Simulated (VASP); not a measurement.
# Ti (Fm-3m) in VASP: a series of runs

Runs on Ti. Level: LDA. Tasks: single point.

Everything below comes from runs of VASP 6.6.1. Logs are shortened: lines on timing, memory, paths and dates and some standing lists are left out, and cuts for length are marked.

### Step 1. The cell of the first run

The structure is cubic, space group Fm-3m (No. 225). The conventional cell has a = 3.977 Å, b = 3.977 Å, c = 3.977 Å, α = 90.00°, β = 90.00°, γ = 90.00°. Ti (site symmetry m-3m) has 12 Ti at 2.81 Å within 3.7 Å.

### Step 2. Single point, LDA

INCAR reads:

```
PREC     = Accurate       # precision mode
ENCUT    = 520            # plane-wave cutoff, eV
EDIFF    = 1E-7           # SCF threshold, eV
ISMEAR   = -1             # smearing method
SIGMA    = 0.02           # smearing width, eV
LREAL    = F              # projectors in reciprocal space
LASPH    = T              # aspherical terms in the spheres
NELM     = 100            # most SCF steps
ALGO     = Normal         # electronic algorithm
ISIF     = 2              # what is computed and relaxed
LWAVE    = F              # write WAVECAR
LCHARG   = F              # write CHGCAR
NBANDS   = 12             # bands
```

KPOINTS reads:

```
regular mesh
0
Gamma
  10 10 10
```

POSCAR reads:

```
Ti
1.0
    0.0000000000      1.9885598007      1.9885598007
    1.9885598007      0.0000000000      1.9885598007
    1.9885598007      1.9885598007      0.0000000000
Ti
1
Direct
    0.0000000000      0.0000000000      0.0000000000
```

Potentials or basis: VASP PAW LDA potentials, release 64 (Ti_sv).

Run with:

```console
$ cat potpaw_LDA.64/Ti_sv/POTCAR > POTCAR
$ mpirun -np 1 vasp_std > vasp.out
```

OUTCAR:

```text
PREC = Accurate
   ENCUT = 520
   EDIFF = 1E-7
   ISMEAR = -1
   LREAL = F
   LASPH = T
   NELM = 100
   ISIF = 2

 ion  position               nearest neighbor table
   1  0.000  0.000  0.000-

  LATTYP: Found a face centered cubic cell.
 ALAT       =     3.9771196014

  Lattice vectors:

 A1 = (   0.0000000000,   1.9885598007,   1.9885598007)
 A2 = (   1.9885598007,   0.0000000000,   1.9885598007)
 A3 = (   1.9885598007,   1.9885598007,   0.0000000000)

Analysis of symmetry for initial positions (statically):
=====================================================================
 Subroutine PRICEL returns:
 Original cell was already a primitive cell.

 Routine SETGRP: Setting up the symmetry group for a
 face centered cubic supercell.

 Subroutine GETGRP returns: Found 48 space group operations
 (whereof 48 operations were pure point group operations)
 out of a pool of 48 trial point group operations.

The static configuration has the point symmetry O_h .

Analysis of symmetry for dynamics (positions and initial velocities):
=====================================================================
 Subroutine PRICEL returns:
 Original cell was already a primitive cell.

 Routine SETGRP: Setting up the symmetry group for a
 face centered cubic supercell.

 Subroutine GETGRP returns: Found 48 space group operations
 (whereof 48 operations were pure point group operations)
 out of a pool of 48 trial point group operations.

The dynamic configuration has the point symmetry O_h .

 Subroutine INISYM returns: Found 48 space group operations
 (whereof 48 operations are pure point group operations),
 and found     1 'primitive' translations

----------------------------------------------------------------------------------------

                                     Primitive cell

  volume of cell :      15.7270

  direct lattice vectors                    reciprocal lattice vectors
     0.000000000  1.988559801  1.988559801    -0.251438252  0.251438252  0.251438252
     1.988559801  0.000000000  1.988559801     0.251438252 -0.251438252  0.251438252
     1.988559801  1.988559801  0.000000000     0.251438252  0.251438252 -0.251438252

  length of vectors
     2.812248240  2.812248240  2.812248240     0.435503827  0.435503827  0.435503827

  position of ions in fractional coordinates (direct lattice)
     0.000000000  0.000000000  0.000000000

  ion indices of the primitive-cell ions
   primitive index   ion index
                 1           1

----------------------------------------------------------------------------------------

 KPOINTS: regular mesh

Automatic generation of k-mesh.
 Grid dimensions read from file:
 generate k-points for:   10   10   10

 Generating k-lattice:

  Cartesian coordinates                     Fractional coordinates (reciprocal lattice)
    -0.025143825  0.025143825  0.025143825     0.100000000  0.000000000  0.000000000
     0.025143825 -0.025143825  0.025143825     0.000000000  0.100000000  0.000000000
     0.025143825  0.025143825 -0.025143825     0.000000000  0.000000000  0.100000000

  Length of vectors
     0.043550383  0.043550383  0.043550383

  Shift w.r.t. Gamma in fractional coordinates (k-lattice)
     0.000000000  0.000000000  0.000000000

 Subroutine IBZKPT returns following result:
 ===========================================

 Found     47 irreducible k-points:

 Following reciprocal coordinates:
            Coordinates               Weight
  0.000000  0.000000  0.000000      1.000000
  0.100000  0.000000  0.000000      8.000000
  0.200000  0.000000  0.000000      8.000000
  0.300000  0.000000  0.000000      8.000000
  0.400000  0.000000  0.000000      8.000000
  0.500000  0.000000  0.000000      4.000000
[... 16 lines left out ...]
  0.300000  0.300000  0.000000      6.000000
  0.400000  0.300000  0.000000     24.000000
 [... further k-points ...]
   k-points           NKPTS =     47   k-points in BZ     NKDIM =     47   number of bands    NBANDS=     12
   number of dos      NEDOS =    301   number of ions     NIONS =      1
   total plane-waves  NPLWV =  13824
   dimension x,y,z NGX =    24 NGY =   24 NGZ =   24
   dimension x,y,z NGXF=    48 NGYF=   48 NGZF=   48
   ions per type =               1
   NGX,Y,Z   is equivalent  to a cutoff of  14.19, 14.19, 14.19 a.u.
   NGXF,Y,Z  is equivalent  to a cutoff of  28.38, 28.38, 28.38 a.u.
 SYSTEM =  unknown system
   PREC   = accura    normal or accurate (medium, high low for compatibility)
   ISTART =      0    job   : 0-new  1-cont  2-samecut
   ICHARG =      2    charge: 1-file 2-atom 10-const
   ISPIN  =      1    spin polarized calculation?
   LNONCOLLINEAR =      F non collinear calculations
   LSORBIT =      F    spin-orbit coupling
   LASPH  =      T    aspherical Exc in radial PAW
   ENCUT  =  520.0 eV  38.22 Ry    6.18 a.u.   5.23  5.23  5.23*2*pi/ulx,y,z
   NELM   =    100;   NELMIN=  2; NELMDL= -5     # of ELM steps
   EDIFF  = 0.1E-06   stopping-criterion for ELM
   LREAL  =      F    real-space projection
   EDIFFG = 0.1E-05   stopping-criterion for IOM
   NSW    =      0    number of steps for IOM
   IBRION =     -1    ionic relax: 0-MD 1-quasi-New 2-CG
   NFREE  =      0    steps in history (QN), initial steepest desc. (CG)
   ISIF   =      2    stress and relaxation
   ISYM   =      2    0-nonsym 1-usesym 2-fastsym
   POTIM  = 0.5000    time-step for ionic-motion
   TEBEG  =    0.0;   TEEND  =   0.0 temperature during run
   PSTRESS=    0.0 pullay stress
   NELECT =      12.0000    total number of electrons
   NUPDOWN=      -1.0000    fix difference up-down
   EMIN   =  10.00;   EMAX   =-10.00  energy-range for DOS
   EFERMI =   0.00;   METHOD = LEGACY
   ISMEAR =    -1;   SIGMA  =   0.02  broadening in eV -4-tet -1-fermi 0-gaus
   EFERMI_NEDOS =   21; number of points for ismear=-14 and -15
   IALGO  =     38    algorithm
   IMIX   =      4    mixing-type and parameters
     AMIX     =   0.40;   BMIX     =  1.00
     AMIX_MAG =   1.60;   BMIX_MAG =  1.00
  volume/ion in A,a.u.               =      15.73       106.13
  Fermi-wavevector in a.u.,A,eV,Ry     =   1.495960  2.826954 30.448420  2.237896
  Thomas-Fermi vector in A             =   2.608038
   LORBIT       =      0    0 simple, 1 ext, 2 COOP (PROOUT), +10 PAW based schemes
   GGA     = CA    functional components
   LHFCALC =     F    Hartree Fock is set to
   AEXX    =    0.0000 exact exchange contribution
   IVDW    =     0    specifies the selected vdW correction
   LEPSILON=     F    determine dielectric tensor
   LRPA    =     F    only Hartree local field effects (RPA)
 non-spin polarized calculation
  energy-cutoff  :      520.00
  volume of cell :       15.73
 maximum number of plane-waves:       444
 NGX is ok and might be reduce to    24
   NGX = 11   NGY = 11   NGZ = 11

 number of electron      11.9999998 magnetization

 Free energy of the ion-electron system (eV)
  ---------------------------------------------------
  ext. energy  EPLUGINS =         0.00000000
  ---------------------------------------------------
  free energy    TOTEN  =        -8.50108763 eV

  energy without entropy =       -8.50004374  energy(sigma->0) =       -8.50056569

 E-fermi :   9.0537     XC(G=0): -12.2673

 val. band max:        9.0264682299   @ k =  -0.2000   0.1000   0.0000
 cond. band min:       9.0869886934   @ k =   0.3000   0.0000   0.0000
 fundamental gap:      0.0605204635
 Fermi energy:         9.0536564172

 k-point     1 :       0.0000    0.0000    0.0000
  band No.  band energies     occupation
      1     -46.7912      2.00000
      2     -22.8795      2.00000
      3     -22.8795      2.00000
      4     -22.8795      2.00000
      5       2.8487      2.00000
      6       9.9786      0.00000
      7       9.9786      0.00000
      8       9.9786      0.00000
      9      11.8190      0.00000
     10      11.8190      0.00000
     11      24.9789      0.00000
     12      29.8629      0.00000

 k-point     2 :       0.1000    0.0000    0.0000
  band No.  band energies     occupation
      1     -46.7731      2.00000
      2     -22.9741      2.00000
      3     -22.8910      2.00000
      4     -22.8910      2.00000
      5       3.2012      2.00000
      6       9.7629      0.00000
      7      10.1039      0.00000
      8      10.1039      0.00000
      9      11.7404      0.00000
     10      11.7404      0.00000
     11      25.2978      0.00000
     12      27.8188      0.00000

 k-point     3 :       0.2000    0.0000    0.0000
  band No.  band energies     occupation
      1     -46.7255      2.00000
      2     -23.2173      2.00000
      3     -22.9209      2.00000
      4     -22.9209      2.00000
      5       4.1585      2.00000
      6       9.3098      0.00001
      7      10.2838      0.00000
      8      10.2838      0.00000
      9      11.7359      0.00000
     10      11.7359      0.00000
     11      24.5007      0.00000
     12      26.1031      0.00000
[... 286 lines left out ...]
 k-point    23 :       0.3000    0.3000    0.0000
  band No.  band energies     occupation
      1     -46.6252      2.00000
      2     -23.4764      2.00000
      3     -23.0961      2.00000
      4     -23.0961      2.00000
      5       5.8805      2.00000
      6       7.9083      2.00000
      7      10.2909      0.00000
      8      11.8253      0.00000
      9      11.8253      0.00000
     10      12.5993      0.00000
     11      24.7711      0.00000
     12      24.9898      0.00000

 k-point    24 :       0.4000    0.3000    0.0000
  band No.  band energies     occupation
      1     -46.5869      2.00000
      2     -23.5983      2.00000
      3     -23.1634      2.00000
      4     -23.1325      2.00000
      5       6.3603      2.00000
      6       7.6540      2.00000
      7      10.2362      0.00000
      8      11.9687      0.00000
      9      12.9191      0.00000
     10      13.0063      0.00000
     11      22.4606      0.00000
     12      23.7517      0.00000

 [... further k-points ...]
[... 5 lines left out ...]
  --------------------------------------------------------------------------------------
  -------------------------------------------------------------------------------------
  Total        0.2176657      0.2176657      0.2176657      0.0000000      0.0000000     -0.0000000
  in kB       22.1745350     22.1745350     22.1745350      0.0000000      0.0000000     -0.0000000
  external PRESSURE =      22.1745350 kB  Pullay stress =       0.0000000 kB

 VOLUME and BASIS-vectors are now :
 -----------------------------------------------------------------------------
  energy-cutoff  :      520.00
  volume of cell :       15.73
      direct lattice vectors                 reciprocal lattice vectors
     0.000000000  1.988559801  1.988559801    -0.251438252  0.251438252  0.251438252
     1.988559801  0.000000000  1.988559801     0.251438252 -0.251438252  0.251438252
     1.988559801  1.988559801  0.000000000     0.251438252  0.251438252 -0.251438252

 POSITION                                       TOTAL-FORCE (eV/Angst)
 -----------------------------------------------------------------------------------
      0.00000      0.00000      0.00000        -0.000000     -0.000000     -0.000000
 -----------------------------------------------------------------------------------
    total drift:                               -0.000000      0.000000      0.000000

  FREE ENERGIE OF THE ION-ELECTRON SYSTEM (eV)
  ---------------------------------------------------
  free  energy   TOTEN  =        -8.5010876295 eV

  energy  without entropy=       -8.5000437437  energy(sigma->0) =       -8.50056569
```

Wall time 3.7 s (1 thread of Intel Xeon 6975P-C (Granite Rapids), shared host); peak memory 0.13 GiB.

What came out:

* Free energy: -8.5011 eV
* Pressure: 2.2 GPa
* Band gap on the k mesh: zero (band 6 reaches 9.98 eV, above the bottom of band 7 at 8.80 eV)

Levels at points of the mesh, in eV from the Fermi level:
| k point | band 4 | band 5 | band 6 | band 7 | band 8 | band 9 |
| --- | --- | --- | --- | --- | --- | --- |
| (0.00, 0.00, 0.00) | -31.93 | -6.20 | 0.92 | 0.92 | 0.92 | 2.77 |
| (0.50, 0.00, 0.00) | -32.05 | -2.79 | 0.77 | 0.77 | 1.05 | 4.03 |
| (0.50, 0.50, 0.00) | -32.26 | -2.93 | -1.99 | 3.44 | 4.00 | 4.37 |

### Step 3. Single point, LDA

This run uses another cell than the first one, of 16.06 Å³/atom, 1.021 times its volume.

INCAR reads:

```
  ALGO = Normal
  EDIFF = 1E-6
  ENCUT = 520
  GGA = CA
  ISIF = 2
  ISMEAR = -1
  LASPH = T
  LCHARG = T
  LELF = T
  LREAL = F
  LVHAR = T
  LWAVE = F
  NBANDS = 12
  NELM = 60
  PREC = Accurate
  SIGMA = 0.02
```

KPOINTS reads:

```
k-points
0
Gamma
  10 10 10
```

POSCAR reads:

```
Ti
1.0
    0.0000000000      2.0025642044      2.0025642044
    2.0025642044      0.0000000000      2.0025642044
    2.0025642044      2.0025642044      0.0000000000
Ti
1
Direct
    0.0000000000      0.0000000000      0.0000000000
```

Potentials or basis: VASP PAW LDA potentials, release 64 (Ti_sv).

Run with:

```console
$ cat potpaw_LDA.64/Ti_sv/POTCAR > POTCAR
$ mpirun -np 1 vasp_std > vasp.out
```

OUTCAR:

```text
EDIFF = 1E-6
   ENCUT = 520
   GGA = CA
   ISIF = 2
   ISMEAR = -1
   LASPH = T
   LREAL = F
   NELM = 60
   PREC = Accurate

 ion  position               nearest neighbor table
   1  0.000  0.000  0.000-

  LATTYP: Found a face centered cubic cell.
 ALAT       =     4.0051284088

  Lattice vectors:

 A1 = (   0.0000000000,   2.0025642044,   2.0025642044)
 A2 = (   2.0025642044,   0.0000000000,   2.0025642044)
 A3 = (   2.0025642044,   2.0025642044,   0.0000000000)

Analysis of symmetry for initial positions (statically):
[... 530 lines left out ...]
      6       7.4660      2.00000
      7       9.9522      0.00000
      8      11.6649      0.00000
      9      12.5826      0.00000
     10      12.6715      0.00000
     11      21.9803      0.00000
     12      23.2549      0.00000

 [... further k-points ...]
[... 5 lines left out ...]
  --------------------------------------------------------------------------------------
  -------------------------------------------------------------------------------------
  Total       -0.0476532     -0.0476532     -0.0476532     -0.0000000      0.0000000     -0.0000000
  in kB       -4.7534945     -4.7534945     -4.7534945     -0.0000000      0.0000000     -0.0000000
  external PRESSURE =      -4.7534945 kB  Pullay stress =       0.0000000 kB

 VOLUME and BASIS-vectors are now :
 -----------------------------------------------------------------------------
  energy-cutoff  :      520.00
  volume of cell :       16.06
      direct lattice vectors                 reciprocal lattice vectors
     0.000000000  2.002564204  2.002564204    -0.249679885  0.249679885  0.249679885
     2.002564204  0.000000000  2.002564204     0.249679885 -0.249679885  0.249679885
     2.002564204  2.002564204  0.000000000     0.249679885  0.249679885 -0.249679885

 POSITION                                       TOTAL-FORCE (eV/Angst)
 -----------------------------------------------------------------------------------
      0.00000      0.00000      0.00000         0.000000      0.000000      0.000000
 -----------------------------------------------------------------------------------
    total drift:                                0.000000      0.000000     -0.000000

  FREE ENERGIE OF THE ION-ELECTRON SYSTEM (eV)
  ---------------------------------------------------
  free  energy   TOTEN  =        -8.5029415606 eV

  energy  without entropy=       -8.5019132589  energy(sigma->0) =       -8.50242741
```

OSZICAR:

```text
N       E                     dE             d eps       ncg     rms          rms(c)
DAV:   1     0.855977737680E+02    0.85598E+02   -0.66225E+03  1132   0.121E+03
DAV:   2    -0.553230088081E+01   -0.91130E+02   -0.88797E+02  1148   0.297E+02
DAV:   3    -0.934835295331E+01   -0.38161E+01   -0.37767E+01  1540   0.632E+01
DAV:   4    -0.942649725241E+01   -0.78144E-01   -0.78083E-01  1260   0.787E+00
DAV:   5    -0.942850283491E+01   -0.20056E-02   -0.20055E-02  1316   0.111E+00    0.879E+00
DAV:   6    -0.850597861122E+01    0.92252E+00   -0.19020E+00  1216   0.203E+01    0.241E+00
DAV:   7    -0.849376146648E+01    0.12217E-01   -0.89270E-02  1368   0.325E+00    0.132E+00
DAV:   8    -0.850259608762E+01   -0.88346E-02   -0.41813E-02  1172   0.237E+00    0.881E-02
DAV:   9    -0.850287005468E+01   -0.27397E-03   -0.16208E-03  1348   0.395E-01    0.690E-02
DAV:  10    -0.850295406734E+01   -0.84013E-04   -0.24141E-04  1220   0.148E-01    0.131E-02
DAV:  11    -0.850294219015E+01    0.11877E-04   -0.25423E-05  1368   0.618E-02    0.794E-03
DAV:  12    -0.850294156059E+01    0.62956E-06   -0.93912E-07  1096   0.941E-03
   1 F= -.85029416E+01 E0= -.85024274E+01  d E =-.102830E-02
```

Run time: 3.5 s. Hardware: 1 thread of Intel Xeon 6975P-C (Granite Rapids), shared host; peak memory 0.13 GiB.

Results:

```
Free energy            : -8.5029 eV
Pressure               : -0.5 GPa
Band gap on the k mesh : zero (band 6 reaches 9.73 eV, above the bottom of band 7 at 8.57 eV)
```

Levels at points of the mesh, in eV from the Fermi level:
```csv
k point,band 4,band 5,band 6,band 7,band 8,band 9
"(0.00, 0.00, 0.00)",-32.00,-6.17,0.91,0.91,0.91,2.70
"(0.50, 0.00, 0.00)",-32.11,-2.75,0.76,0.76,0.97,3.92
"(0.50, 0.50, 0.00)",-32.31,-2.85,-1.93,3.32,3.89,4.25
```
